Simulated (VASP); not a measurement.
Wanted: the native input for a VASP 6.6.1 run.

```
Task                   : single point
Functional             : PBE
Potentials or basis    : VASP PAW PBE potentials, release 64 (Al, As)
Cutoff                 : 520 eV
k mesh                 : 4 × 4 × 4
Occupations            : gaussian, width 0.1 eV
Spin                   : no spin polarisation
Dipole correction      : no
Further INCAR settings : ALGO = Normal; EDIFF = 1e-06; NBANDS = 15
```

The structure of Al3As lies in POSCAR:

```
Al3As
1.0
    4.1428955500      0.0000000000      0.0000000000
    0.0000000000      4.1428955500      0.0000000000
    0.0000000000      0.0000000000      4.1428955500
Al As
3 1
Direct
    0.5000000000      0.5000000000      0.0000000000
    0.5000000000      0.0000000000      0.5000000000
    0.0000000000      0.5000000000      0.5000000000
    0.0000000000      0.0000000000      0.0000000000
```

One way to write it, as run:

INCAR

```
ALGO = Normal
EDIFF = 1E-6
ENCUT = 520
GGA = PE
ISIF = 2
ISMEAR = 0
LASPH = True
LCHARG = False
LREAL = False
LWAVE = False
NBANDS = 15
NELM = 80
PREC = Accurate
SIGMA = 0.1
```

KPOINTS

```
k-points
0
Gamma
  4 4 4
```

Potentials or basis: VASP PAW PBE potentials, release 64 (Al, As).

Command:

```sh
$ cat potpaw_PBE.64/Al/POTCAR potpaw_PBE.64/As/POTCAR > POTCAR
$ mpirun -np 1 vasp_std > vasp.out
```

Results of the run:

| Item | Value |
| --- | --- |
| Pressure | -2.0 GPa |
| Band gap on the k mesh | zero (band 7 reaches 8.51 eV, above the bottom of band 8 at 3.00 eV) |

Caveat: the k points lie up to 0.38 Å⁻¹ apart.

It took 10 s on 1 thread of Intel(R) Xeon(R) Platinum 8259CL CPU @ 2.50GHz (Skylake/Cascade Lake), on a shared host, peak memory 0.17 GiB.
